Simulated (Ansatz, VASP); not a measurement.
**Two plane-wave programs on BiTe3**

```xyz
4
Lattice="5.6713 0.0000 0.0000 -2.8356 4.9115 0.0000 0.0000 0.0000 6.0041" Properties=species:S:1:pos:R:3 pbc="T T T"
Bi    0.0000    0.0000    0.0000
Te    0.0000    3.2743    0.0000
Te    2.8356    1.6372    0.0000
Te    0.0000    0.0000    3.0021
```

Alike in both runs: functional PBE; k mesh 12 × 12 × 8; occupations gaussian, width 0.1 eV; no spin polarisation.

Ansatz relaxed the structure, and its values are those at the end. VASP's run is a single point on that final structure, the one shown.

```csv
,VASP,Ansatz
version,VASP 6.6.1,Ansatz 0.2.0
potentials or method,"VASP PAW PBE potentials, release 64 (Bi_d, Te), cutoff 520 eV","scalar-relativistic, plane waves, PAW"
valence electrons in the cell,33,63
```

Ansatz gave:

| Property | Result |
| --- | --- |
| gap on the k mesh at the Fermi level (eV) | none |
| pressure (GPa) | 0.0 |

What did VASP give for the same quantities?

gap on the k mesh at the Fermi level (eV): none; pressure (GPa): -0.1.

A gap of «none» marks a metal or a gap that the smearing closes. VASP's potentials hold 33 valence electrons a cell and Ansatz's 63, so a difference there can come from the potentials and not from the codes.

Spin-orbit coupling is off throughout.
